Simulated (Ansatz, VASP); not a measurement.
One calculation of AlNi, two programs

```
Ni Al
1.0
     1.93869   -1.95319    0.00000
     1.93869    1.95319    0.00000
     0.00000    0.00000    3.09943
Ni Al
1 1
Direct
  0.50000 0.50000 0.50000
  0.00000 0.00000 0.00000
```

Alike in both runs: task single point; functional PBEsol; k mesh 8 × 8 × 7; occupations fermi-dirac, width 0.05 eV; collinear spin; fixed moment 1.2 μB.

|  | VASP | Ansatz |
| --- | --- | --- |
| version | VASP 6.6.1 | Ansatz 0.2.0 |
| potentials or method | VASP PAW PBE potentials, release 64 (Ni, Al) | Ansatz PAW |
| plane-wave cutoff (eV) | 520 | 420 |
| valence electrons in the cell | 13 | 21 |

|  | VASP | Ansatz | Ansatz less VASP |
| --- | --- | --- | --- |
| pressure (GPa) | 6.9 | 6.7 | -0.22 |
| traceless stress, the component that is largest in VASP (GPa) | -5.00 | -5.03 | -0.031 |
| net moment per atom (μB) | 0.60 | 0.60 | 0.000 |
| size of the moment on the site where the two differ most (μB) | 0.08 | 0.13 | +0.047 |

VASP's potentials were made for PBE, not for PBEsol. Site moments also hang on the region over which each program counts them. VASP's potentials hold 13 valence electrons a cell and Ansatz's 21, so a difference there can come from the potentials and not from the codes.
